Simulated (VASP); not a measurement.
Cu:

```xyz
2
Lattice="0.0000 -1.8075 -1.8075 0.0000 1.8075 -1.8075 3.6150 0.0000 0.0000" Properties=species:S:1:pos:R:3 pbc="T T T"
Cu    1.6575    0.0000   -1.8075
Cu    0.1500    0.0000    0.0000
```

This cell differs from its parent crystal: mode 6 (244.6 1/cm) frozen in, largest displacement -0.150 Å.

Base run:

| Item | Value |
| --- | --- |
| Program | VASP 6.6.1 |
| Functional | PBE |
| Potentials or basis | VASP PAW PBE potentials, release 64 (Cu) |
| Cutoff | 520 eV |
| k mesh | 18 × 18 × 14 |
| Occupations | gaussian, width 0.15 eV |
| Spin | no spin polarisation |

Its results: band gap on the k mesh zero (band 11 reaches 12.80 eV, above the bottom of band 12 at 5.88 eV); pressure 11.3 GPa; largest force 2.249 eV/Å.

Problem. The run is repeated on the same cell with these changes: potentials or basis from VASP PAW PBE potentials, release 64 (Cu) to VASP PAW PBE potentials, release 64 (Cu_sv_GW); cutoff from 520 eV to 700 eV; further incar settings from ALGO = Fast; EDIFF = 1e-06; NBANDS = 18 to ALGO = Normal; EDIFF = 1e-06; NBANDS = 26; valence electrons from 22 to 38. What comes out?

Solution. Band gap on the k mesh zero (band 19 reaches 12.76 eV, above the bottom of band 20 at 5.92 eV); pressure 5.2 GPa; largest force 2.242 eV/Å.

Caveats: forces of over 1 eV/Å act on the atoms, so gaps and moduli don't describe the material at rest.
